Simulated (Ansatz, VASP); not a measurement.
**Two plane-wave programs on AgRhI6**

```xyz
8
Lattice="0.0000 5.6304 5.6304 5.6304 0.0000 5.6304 5.6304 5.6304 0.0000" Properties=species:S:1:pos:R:3 pbc="T T T"
Ag    0.0000    0.0000    0.0000
Rh    5.6304    5.6304    5.6304
I     2.9312    5.6304    5.6304
I     5.6304    2.9312    5.6304
I     5.6304    5.6304    2.9312
I     8.3297    5.6304    5.6304
I     5.6304    8.3297    5.6304
I     5.6304    5.6304    8.3297
```

Alike in both runs: functional PBE; k mesh 4 × 4 × 4; occupations gaussian, width 0.1 eV; collinear spin.

Ansatz relaxed the structure, and its values are those at the end. VASP's run is a single point on that final structure, the one shown.

```csv
,VASP,Ansatz
version,VASP 6.6.1,Ansatz 0.2.0
potentials or method,"VASP PAW PBE potentials, release 64 (Ag, Rh_pv, I), cutoff 520 eV","scalar-relativistic, plane waves, PAW"
valence electrons in the cell,68,138
```

```csv
,VASP,Ansatz,Ansatz less VASP
gap on the k mesh at the Fermi level (eV),none,none,-
pressure (GPa),-0.1,0.0,+0.04
rms of the force components (eV/Å),0.009,0.007,-0.0019
net moment per atom (μB),0.19,0.18,-0.002
size of the moment on the site where the two differ most (μB),0.13,0.12,-0.017
```

Site moments also hang on the region over which each program counts them. A gap of «none» marks a metal or a gap that the smearing closes. VASP's potentials hold 68 valence electrons a cell and Ansatz's 138, so a difference there can come from the potentials and not from the codes.

Neither program's run includes spin-orbit coupling.
